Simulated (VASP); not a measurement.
# SiC (P6_3mc) in VASP: notebook, part 2 of 2

VASP 6.6.1. The steps go on from the part before.

## (3) Single point, r2SCAN (strain +1.0%)

File POSCAR:

```
SiC
1.0
    3.1083305834      0.0000000000      0.0000000000
   -1.5541652917      2.6918932486      0.0000000000
    0.0000000000      0.0000000000     10.1774900139
Si C
4 4
Direct
    0.0000000000      0.0000000000     -0.0001288732
    0.3333333333      0.6666666667      0.2498916317
    0.0000000000      0.0000000000      0.4998711268
    0.6666666667      0.3333333333      0.7498916317
    0.0000000000      0.0000000000      0.1872834008
    0.3333333333      0.6666666667      0.4379538406
    0.0000000000      0.0000000000      0.6872834008
    0.6666666667      0.3333333333      0.9379538406
```

File INCAR.step1:

```
SYSTEM = SiC
ALGO = Normal ; EDIFF = 1E-4
ENCUT = 520 ; GGA = PE
ISMEAR = 0 ; LASPH = .True.
LCHARG = .False. ; LREAL = .False.
LWAVE = .True. ; NBANDS = 26
NELM = 60 ; PREC = Accurate
SIGMA = 0.01
```

File INCAR.step2:

```
SYSTEM = SiC
ALGO = Normal ; EDIFF = 1E-6
ENCUT = 520 ; ISIF = 2
ISMEAR = 0 ; ISTART = 1
LASPH = .True. ; LCHARG = .False.
LMIXTAU = .True. ; LREAL = .False.
LWAVE = .False. ; METAGGA = R2SCAN
NBANDS = 26 ; NELM = 60
PREC = Accurate ; SIGMA = 0.01
```

File KPOINTS:

```
k-points
0
Gamma
  12 12 4
  0 0 0
```

Potentials or basis: VASP PAW PBE potentials, release 64 (Si, C).

Started as:

```bash
> cat potpaw_PBE.64/Si/POTCAR potpaw_PBE.64/C/POTCAR > POTCAR
> cp INCAR.step1 INCAR
> mpirun -np 1 vasp_std > vasp.out
> cp INCAR.step2 INCAR
> mpirun -np 1 vasp_std > vasp.out
```

OUTCAR:

```text
SYSTEM = SiC
   EDIFF = 1E-6
   ENCUT = 520
   ISIF = 2
   ISMEAR = 0
   ISTART = 1
   LASPH = .True.
   LREAL = .False.
   METAGGA = R2SCAN
   NELM = 60
   PREC = Accurate

 ion  position               nearest neighbor table
   1  0.000  0.000  1.000-   8 1.90   8 1.90   8 1.90   5 1.91   4 3.11   4 3.11   4 3.11   2 3.11
                             2 3.11   2 3.11
   2  0.333  0.667  0.250-   5 1.90   5 1.90   5 1.90   6 1.91   3 3.11   3 3.11   3 3.11   1 3.11
                             1 3.11   1 3.11
   3  0.000  0.000  0.500-   6 1.90   6 1.90   6 1.90   7 1.91   2 3.11   2 3.11   2 3.11   4 3.11
                             4 3.11   4 3.11
   4  0.667  0.333  0.750-   7 1.90   7 1.90   7 1.90   8 1.91   1 3.11   1 3.11   1 3.11   3 3.11
[... 918 lines left out ...]
  external PRESSURE =     -65.7010947 kB  Pullay stress =       0.0000000 kB

 VOLUME and BASIS-vectors are now :
 -----------------------------------------------------------------------------
  energy-cutoff  :      520.00
  volume of cell :       85.16
      direct lattice vectors                 reciprocal lattice vectors
     3.108330583  0.000000000  0.000000000     0.321716102  0.185742878  0.000000000
    -1.554165292  2.691893249  0.000000000     0.000000000  0.371485757  0.000000000
     0.000000000  0.000000000 10.177490014     0.000000000  0.000000000  0.098256053

 POSITION                                       TOTAL-FORCE (eV/Angst)
 -----------------------------------------------------------------------------------
      0.00000      0.00000     10.17618        -0.000000      0.000000      0.000908
     -0.00000      1.79460      2.54327        -0.000000      0.000000     -0.003212
      0.00000      0.00000      5.08743         0.000000      0.000000      0.000908
      1.55417      0.89730      7.63201         0.000000      0.000000     -0.003212
      0.00000      0.00000      1.90607        -0.000000      0.000000     -0.000022
     -0.00000      1.79460      4.45727        -0.000000     -0.000000      0.002327
      0.00000      0.00000      6.99482         0.000000      0.000000     -0.000022
      1.55417      0.89730      9.54602         0.000000      0.000000      0.002327
 -----------------------------------------------------------------------------------
    total drift:                               -0.000000     -0.000000      0.001904

  FREE ENERGIE OF THE ION-ELECTRON SYSTEM (eV)
  ---------------------------------------------------
  free  energy   TOTEN  =       -77.2548617305 eV

  energy  without entropy=      -77.2548617305  energy(sigma->0) =      -77.25486173
```

OUTCAR.step1:

```text
SYSTEM = SiC
   EDIFF = 1E-4
   ENCUT = 520
   GGA = PE
   ISMEAR = 0
   LASPH = .True.
   LREAL = .False.
   NELM = 60
[... 946 lines left out ...]
     -0.00000      1.79460      4.45727         0.000000      0.000000     -0.001512
      0.00000      0.00000      6.99482         0.000000      0.000000      0.004033
      1.55417      0.89730      9.54602         0.000000      0.000000     -0.001512
 -----------------------------------------------------------------------------------
    total drift:                                0.000000      0.000000      0.002038

  FREE ENERGIE OF THE ION-ELECTRON SYSTEM (eV)
  ---------------------------------------------------
  free  energy   TOTEN  =       -60.2383273957 eV

  energy  without entropy=      -60.2383273957  energy(sigma->0) =      -60.23832740
```

OSZICAR.step1:

```text
N       E                     dE             d eps       ncg     rms          rms(c)
DAV:   1     0.737068258337E+02    0.73707E+02   -0.14310E+04  2964   0.109E+03
DAV:   2    -0.601074777628E+02   -0.13381E+03   -0.12446E+03  3974   0.193E+02
DAV:   3    -0.672507199804E+02   -0.71432E+01   -0.70927E+01  4006   0.412E+01
DAV:   4    -0.673444124518E+02   -0.93692E-01   -0.93537E-01  3864   0.551E+00
DAV:   5    -0.673461473661E+02   -0.17349E-02   -0.17337E-02  3982   0.708E-01    0.170E+01
DAV:   6    -0.603941726768E+02    0.69520E+01   -0.19015E+01  3790   0.189E+01    0.763E+00
DAV:   7    -0.602707692090E+02    0.12340E+00   -0.20310E+00  4086   0.633E+00    0.333E+00
DAV:   8    -0.602406305500E+02    0.30139E-01   -0.10828E-01  3586   0.158E+00    0.102E+00
DAV:   9    -0.602377135060E+02    0.29170E-02   -0.17387E-02  3800   0.707E-01    0.163E-01
DAV:  10    -0.602382358869E+02   -0.52238E-03   -0.15487E-03  3760   0.191E-01    0.801E-02
DAV:  11    -0.602383273957E+02   -0.91509E-04   -0.21223E-04  2930   0.910E-02
   1 F= -.60238327E+02 E0= -.60238327E+02  d E =-.901268E-23
```

Run time: 2.7 min. Hardware: 1 thread of Intel Xeon 6975P-C (Granite Rapids), shared host; peak memory 0.26 GiB.

What came out:

```
Free energy            : -77.2549 eV
Pressure               : -6.6 GPa
Largest force          : 0.003 eV/Å
Band gap on the k mesh : 2.59 eV (least direct gap 3.77 eV)
```

Forces in eV/Å, atoms in the order of the input:
```
Si   0.000  0.000  0.001
Si   0.000  0.000 -0.003
Si   0.000  0.000  0.001
Si   0.000  0.000 -0.003
C    0.000  0.000  0.000
C    0.000  0.000  0.002
C    0.000  0.000  0.000
C    0.000  0.000  0.002
```

Stress tensor (GPa, compression positive):
```
-6.60  0.00  0.00
 0.00 -6.60  0.00
 0.00  0.00 -6.51
```

Levels at points of the mesh, in eV from the valence-band top:
| k point | band 12 | band 13 | band 14 | band 15 | band 16 | band 17 | band 18 | band 19 | band 20 | band 21 |
| --- | --- | --- | --- | --- | --- | --- | --- | --- | --- | --- |
| (0.00, 0.00, 0.00) | -0.61 | -0.61 | -0.05 | 0.00 | 0.00 | 5.39 | 5.98 | 6.53 | 6.62 | 7.31 |
| (0.50, 0.00, 0.00) | -2.46 | -2.43 | -2.30 | -1.62 | -1.17 | 2.59 | 2.73 | 4.62 | 5.08 | 5.69 |
| (0.00, 0.00, 0.50) | -1.09 | -0.22 | -0.22 | -0.22 | -0.22 | 5.60 | 5.60 | 7.06 | 7.06 | 7.42 |
| (0.50, 0.00, 0.50) | -3.11 | -2.53 | -2.53 | -1.61 | -1.61 | 3.02 | 3.02 | 4.61 | 4.61 | 6.46 |

Caveat: the cell differs from its parent crystal (strain +1.0%); the cell stands under tension; the PAW data sets were made with another functional, which shifts forces and pressure a little.

## (4) Single point, r2SCAN (strain +2.0%)

File POSCAR:

```
SiC
1.0
    3.1391061337      0.0000000000      0.0000000000
   -1.5695530668      2.7185456570      0.0000000000
    0.0000000000      0.0000000000     10.2782572418
Si C
4 4
Direct
    0.0000000000      0.0000000000     -0.0001116998
    0.3333333333      0.6666666667      0.2498557241
    0.0000000000      0.0000000000      0.4998883002
    0.6666666667      0.3333333333      0.7498557241
    0.0000000000      0.0000000000      0.1872746013
    0.3333333333      0.6666666667      0.4379813744
    0.0000000000      0.0000000000      0.6872746013
    0.6666666667      0.3333333333      0.9379813744
```

File INCAR.step1:

```
PREC = Accurate
ENCUT = 520
ISMEAR = 0
SIGMA = 0.01
LREAL = F
LASPH = T
NELM = 100
NBANDS = 26
GGA = PE
ALGO = Normal
EDIFF = 1E-4
LWAVE = T
LCHARG = F
```

File INCAR.step2:

```
PREC = Accurate
ENCUT = 520
EDIFF = 1E-6
ISMEAR = 0
SIGMA = 0.01
LREAL = F
LASPH = T
NELM = 100
ALGO = Normal
ISIF = 2
LWAVE = F
LCHARG = T
METAGGA = R2SCAN
LMIXTAU = T
LELF = T
LVHAR = T
NBANDS = 26
ISTART = 1
```

File KPOINTS:

```
Automatic mesh
0
Gamma
  12 12 4
```

Potentials or basis: VASP PAW PBE potentials, release 64 (Si, C).

Started as:

```bash
> cat potpaw_PBE.64/Si/POTCAR potpaw_PBE.64/C/POTCAR > POTCAR
> cp INCAR.step1 INCAR
> mpirun -np 1 vasp_std > vasp.out
> cp INCAR.step2 INCAR
> mpirun -np 1 vasp_std > vasp.out
```

OUTCAR:

```text
PREC = Accurate
   ENCUT = 520
   EDIFF = 1E-6
   ISMEAR = 0
   LREAL = F
   LASPH = T
   NELM = 100
   ISIF = 2
   METAGGA = R2SCAN
   ISTART = 1

 ion  position               nearest neighbor table
   1  0.000  0.000  1.000-   8 1.92   8 1.92   8 1.92   5 1.93   2 3.14   2 3.14   2 3.14   4 3.14
                             4 3.14   4 3.14
   2  0.333  0.667  0.250-   5 1.92   5 1.92   5 1.92   6 1.93   1 3.14   1 3.14   1 3.14   3 3.14
                             3 3.14   3 3.14
   3  0.000  0.000  0.500-   6 1.92   6 1.92   6 1.92   7 1.93   4 3.14   4 3.14   4 3.14   2 3.14
                             2 3.14   2 3.14
[... 918 lines left out ...]
  in kB     -122.2680647   -122.2680647   -120.6822430     -0.0000000      0.0000000      0.0000000
  external PRESSURE =    -121.7394575 kB  Pullay stress =       0.0000000 kB

 VOLUME and BASIS-vectors are now :
 -----------------------------------------------------------------------------
  energy-cutoff  :      520.00
  volume of cell :       87.71
      direct lattice vectors                 reciprocal lattice vectors
     3.139106134  0.000000000  0.000000000     0.318562023  0.183921870  0.000000000
    -1.569553067  2.718545657  0.000000000     0.000000000  0.367843739  0.000000000
     0.000000000  0.000000000 10.278257242     0.000000000  0.000000000  0.097292759

 POSITION                                       TOTAL-FORCE (eV/Angst)
 -----------------------------------------------------------------------------------
      0.00000      0.00000     10.27711        -0.000000      0.000000     -0.000928
     -0.00000      1.81236      2.56808        -0.000000      0.000000     -0.000249
      0.00000      0.00000      5.13798         0.000000     -0.000000     -0.000928
      1.56955      0.90618      7.70721         0.000000     -0.000000     -0.000249
      0.00000      0.00000      1.92486         0.000000      0.000000      0.001215
     -0.00000      1.81236      4.50169         0.000000      0.000000     -0.000038
      0.00000      0.00000      7.06399         0.000000      0.000000      0.001215
      1.56955      0.90618      9.64081        -0.000000      0.000000     -0.000038
 -----------------------------------------------------------------------------------
    total drift:                                0.000000      0.000000      0.000277

  FREE ENERGIE OF THE ION-ELECTRON SYSTEM (eV)
  ---------------------------------------------------
  free  energy   TOTEN  =       -77.1051603013 eV

  energy  without entropy=      -77.1051603013  energy(sigma->0) =      -77.10516030
```

OSZICAR.step1:

```text
N       E                     dE             d eps       ncg     rms          rms(c)
DAV:   1     0.734010570187E+02    0.73401E+02   -0.14143E+04  2964   0.108E+03
DAV:   2    -0.595525480257E+02   -0.13295E+03   -0.12350E+03  3896   0.193E+02
DAV:   3    -0.668434962520E+02   -0.72909E+01   -0.72347E+01  4010   0.418E+01
DAV:   4    -0.669424627103E+02   -0.98966E-01   -0.98819E-01  3864   0.565E+00
DAV:   5    -0.669443056921E+02   -0.18430E-02   -0.18420E-02  3956   0.734E-01    0.165E+01
DAV:   6    -0.602690439547E+02    0.66753E+01   -0.18676E+01  3786   0.186E+01    0.732E+00
DAV:   7    -0.601779091137E+02    0.91135E-01   -0.18912E+00  4096   0.610E+00    0.326E+00
DAV:   8    -0.601486345500E+02    0.29275E-01   -0.99829E-02  3628   0.153E+00    0.101E+00
DAV:   9    -0.601459098782E+02    0.27247E-02   -0.16688E-02  3754   0.694E-01    0.165E-01
DAV:  10    -0.601464572323E+02   -0.54735E-03   -0.16318E-03  3852   0.193E-01    0.820E-02
DAV:  11    -0.601465558587E+02   -0.98626E-04   -0.24886E-04  3078   0.952E-02
   1 F= -.60146556E+02 E0= -.60146556E+02  d E =-.554289E-21
```

It took 2.6 min on 1 thread of Intel Xeon 6975P-C (Granite Rapids), shared host; peak memory 0.26 GiB.

What came out:

```yaml
Free_energy: -77.1052 eV
Pressure: -12.2 GPa
Band_gap_on_the_k_mesh: 2.58 eV (least direct gap 3.74 eV)
```

Stress tensor (GPa, compression positive):
```
-12.23   0.00   0.00
  0.00 -12.23   0.00
  0.00   0.00 -12.07
```

Levels at points of the mesh, in eV from the valence-band top:
```csv
k point,band 12,band 13,band 14,band 15,band 16,band 17,band 18,band 19,band 20,band 21
"(0.00, 0.00, 0.00)",-0.61,-0.61,-0.05,0.00,0.00,5.12,5.71,6.16,6.34,7.12
"(0.50, 0.00, 0.00)",-2.42,-2.39,-2.26,-1.60,-1.16,2.58,2.70,4.52,4.89,5.56
"(0.00, 0.00, 0.50)",-1.08,-0.21,-0.21,-0.21,-0.21,5.33,5.33,6.74,6.74,7.24
"(0.50, 0.00, 0.50)",-3.05,-2.49,-2.49,-1.59,-1.59,2.99,2.99,4.52,4.52,6.25
```

Caveat: the cell differs from its parent crystal (strain +2.0%); the cell stands under tension; the PAW data sets were made with another functional, which shifts forces and pressure a little.

## (5) Single point, r2SCAN (strain +3.0%)

File POSCAR:

```
SiC
1.0
    3.1698816840      0.0000000000      0.0000000000
   -1.5849408420      2.7451980654      0.0000000000
    0.0000000000      0.0000000000     10.3790244696
Si C
4 4
Direct
    0.0000000000      0.0000000000     -0.0000981281
    0.3333333333      0.6666666667      0.2498281258
    0.0000000000      0.0000000000      0.4999018719
    0.6666666667      0.3333333333      0.7498281258
    0.0000000000      0.0000000000      0.1872691227
    0.3333333333      0.6666666667      0.4380008796
    0.0000000000      0.0000000000      0.6872691227
    0.6666666667      0.3333333333      0.9380008796
```

Edit INCAR.step1 of step 4 so:

```diff
@@ -6,3 +6,3 @@
 LASPH = T
-NELM = 100
+NELM = 60
 NBANDS = 26
```

File INCAR.step2:

```
PREC = Accurate
ENCUT = 520
EDIFF = 1E-6
ISMEAR = 0
SIGMA = 0.01
LREAL = F
LASPH = T
NELM = 60
ALGO = Normal
ISIF = 2
LWAVE = F
LCHARG = F
METAGGA = R2SCAN
LMIXTAU = T
NBANDS = 26
ISTART = 1
```

KPOINTS is that of step 4.

Started as:

```bash
> cat potpaw_PBE.64/Si/POTCAR potpaw_PBE.64/C/POTCAR > POTCAR
> cp INCAR.step1 INCAR
> mpirun -np 1 vasp_std > vasp.out
> cp INCAR.step2 INCAR
> mpirun -np 1 vasp_std > vasp.out
```

Wall time 2.9 min (1 thread of Intel Xeon 6975P-C (Granite Rapids), shared host); peak memory 0.26 GiB.

The run converged. Its results:

* Free energy: -76.8671 eV
* Pressure: -17.1 GPa
* Band gap on the k mesh: 2.56 eV (least direct gap 3.71 eV)

Stress tensor (GPa, compression positive):
```
-17.15   0.00   0.00
  0.00 -17.15   0.00
  0.00   0.00 -16.93
```

Levels at points of the mesh, in eV from the valence-band top:
| k point | band 14 | band 15 | band 16 | band 17 | band 18 | band 19 |
| --- | --- | --- | --- | --- | --- | --- |
| (0.00, 0.00, 0.00) | -0.05 | 0.00 | 0.00 | 4.86 | 5.45 | 5.81 |
| (0.50, 0.00, 0.00) | -2.23 | -1.58 | -1.15 | 2.56 | 2.66 | 4.42 |
| (0.00, 0.00, 0.50) | -0.21 | -0.21 | -0.21 | 5.07 | 5.07 | 6.42 |
| (0.50, 0.00, 0.50) | -2.45 | -1.57 | -1.57 | 2.96 | 2.96 | 4.44 |

Caveat: the cell differs from its parent crystal (strain +3.0%); the cell stands under tension; the PAW data sets were made with another functional, which shifts forces and pressure a little. A k mesh can miss the band edges.

## (6) The runs side by side

| cell | gap on the mesh (eV) | pressure (GPa) |
| --- | --- | --- |
| a = 3.047, b = 3.047, c = 9.976 Å, angles 90.0, 90.0, 120.0°, 8 atoms, atomic positions A | 2.62 | 7.1 |
| a = 3.108, b = 3.108, c = 10.177 Å, angles 90.0, 90.0, 120.0°, 8 atoms, atomic positions A | 2.59 | -6.6 |
| a = 3.139, b = 3.139, c = 10.278 Å, angles 90.0, 90.0, 120.0°, 8 atoms, atomic positions B | 2.58 | -12.2 |
| a = 3.170, b = 3.170, c = 10.379 Å, angles 90.0, 90.0, 120.0°, 8 atoms, atomic positions B | 2.56 | -17.1 |

Alike in all rows: task single point; level r2SCAN; potentials or basis VASP PAW PBE potentials, release 64 (Si, C); no spin polarisation; k mesh 12 × 12 × 4; cutoff (eV) 520; smearing gaussian 0.01 eV.

Caveats: the PAW data sets were made with another functional, which shifts forces and pressure a little; the cell stands under tension (at least some runs); the cell stands under pressure (at least some runs).

Total energies depend on the potentials used, so only differences within one code and one set of settings carry meaning.
